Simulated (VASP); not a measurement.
Wanted: the native input for a VASP 6.6.1 run.

```yaml
Task: single point
Functional: PBE
Potentials_or_basis: VASP PAW PBE potentials, release 64 (Zr_sv, S, N)
Cutoff: 520 eV
k_mesh: 4 × 4 × 4
Occupations: gaussian, width 0.1 eV
Spin: no spin polarisation
Dipole_correction: no
Further_INCAR_settings: ALGO = Normal; EDIFF = 1e-06; NBANDS = 41
```

The structure of Zr3SN4 lies in POSCAR:

```
Zr3SN4
1.0
    5.0598942586      0.0000000000      0.0000000000
    0.0000000000      5.0598942586      0.0000000000
    0.0000000000      0.0000000000      5.0598942586
Zr S N
3 1 4
Direct
    0.0000000000      0.5000000000      0.5000000000
    0.5000000000      0.5000000000      0.0000000000
    0.5000000000      0.0000000000      0.5000000000
    0.0000000000      0.0000000000      0.0000000000
    0.7090859973      0.7090859973      0.2909140027
    0.7090859973      0.2909140027      0.7090859973
    0.2909140027      0.7090859973      0.7090859973
    0.2909140027      0.2909140027      0.2909140027
```

The cell was generated, and may not be a known phase.

One way to write it, as run:

INCAR

```
SYSTEM = Zr3SN4
PREC     = Accurate       ! precision mode
ENCUT    = 520            ! plane-wave cutoff, eV
EDIFF    = 1E-6           ! SCF threshold, eV
ISMEAR   = 0              ! smearing method
SIGMA    = 0.1            ! smearing width, eV
LREAL    = .FALSE.        ! projectors in reciprocal space
LASPH    = .TRUE.         ! aspherical terms in the spheres
NELM     = 80             ! most SCF steps
ALGO     = Normal         ! electronic algorithm
ISIF     = 2              ! what is computed and relaxed
LWAVE    = .FALSE.        ! write WAVECAR
LCHARG   = .FALSE.        ! write CHGCAR
GGA      = PE             ! functional
NBANDS   = 41             ! bands
```

KPOINTS

```
regular mesh
0
G
  4 4 4
  0 0 0
```

Potentials or basis: VASP PAW PBE potentials, release 64 (Zr_sv, S, N).

Run with:

```bash
$ cat potpaw_PBE.64/Zr_sv/POTCAR potpaw_PBE.64/S/POTCAR potpaw_PBE.64/N/POTCAR > POTCAR
$ mpirun -np 1 vasp_std > vasp.out
```

It gave:

The pressure is 0.3 GPa and the largest force is 0.013 eV/Å. The band gap on the k mesh is zero (bands 31 and 32 overlap by 0.94 eV).

Wall time 58 s on 1 thread of AMD EPYC 7R13 Processor (Zen 3) (shared host), peak memory 0.22 GiB.
